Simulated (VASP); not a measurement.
Here is a VASP 6.6.1 calculation.

INCAR

```
ALGO = Normal
EDIFF = 1E-8
ENCUT = 520
GGA = CA
ISIF = 2
ISMEAR = -1
LASPH = T
LCHARG = F
LEFG = T
LREAL = F
LWAVE = F
NBANDS = 26
NELM = 100
PREC = Accurate
SIGMA = 0.05
```

File KPOINTS:

```
k-points
0
Gamma
  10 10 10
```

The input POSCAR:

```
In2Au
1.0
    0.0000000000      3.3147612857      3.3147612857
    3.3147612857      0.0000000000      3.3147612857
    3.3147612857      3.3147612857      0.0000000000
In Au
2 1
Direct
    0.2500000000      0.2500000000      0.2500000000
    0.7500000000      0.7500000000      0.7500000000
    0.0000000000      0.0000000000      0.0000000000
```

Potentials or basis: VASP PAW LDA potentials, release 64 (In_d, Au).

The run is started by

```bash
$ cat potpaw_LDA.64/In_d/POTCAR potpaw_LDA.64/Au/POTCAR > POTCAR
$ mpirun -np 1 vasp_std > vasp.out
```

Task: What does it give for the pressure?

Result: -4.7 GPa.

Caveat: without QUAD_EFG the Cq values of the log hold for a quadrupole moment of 1 mb, not for the nuclei.
